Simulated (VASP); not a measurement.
Set up this calculation in VASP 6.6.1, as the native input.

```
Task                   : single point
Functional             : PBE
Potentials or basis    : VASP PAW PBE potentials, release 64 (Si, C)
Cutoff                 : 600 eV
k mesh                 : 10 × 10 × 10
Occupations            : gaussian, width 0.02 eV
Spin                   : no spin polarisation
Dipole correction      : no
Further INCAR settings : ALGO = Normal; EDIFF = 1e-06; NBANDS = 11
```

The structure of SiC (m.bA) lies in POSCAR:

```
SiC
1.0
    0.0000000000      2.1898586773      2.1898586773
    2.1898586773      0.0000000000      2.1898586773
    2.1898586773      2.1898586773      0.0000000000
Si C
1 1
Direct
    0.0000000000      0.0000000000      0.0000000000
    0.2500000000      0.2500000000      0.2500000000
```

The input as run:

INCAR

```
PREC = Accurate
ENCUT = 600
EDIFF = 1E-6
ISMEAR = 0
SIGMA = 0.02
LREAL = F
LASPH = T
NELM = 120
ALGO = Normal
ISIF = 2
LWAVE = F
LCHARG = F
GGA = PE
NBANDS = 11
GGA_COMPAT = F
```

KPOINTS

```
Automatic mesh
0
Gamma
  10 10 10
```

Potentials or basis: VASP PAW PBE potentials, release 64 (Si, C).

Launch:

```console
$ cat potpaw_PBE.64/Si/POTCAR potpaw_PBE.64/C/POTCAR > POTCAR
$ mpirun -np 1 vasp_std > vasp.out
```

It gave:

* Pressure: -0.2 GPa
* Band gap on the k mesh: 1.37 eV, indirect (least direct gap 4.53 eV)

Wall time 21 s on 1 thread of AMD EPYC 7R43 64-Core Processor (Zen 3) (shared host), peak memory 0.12 GiB.
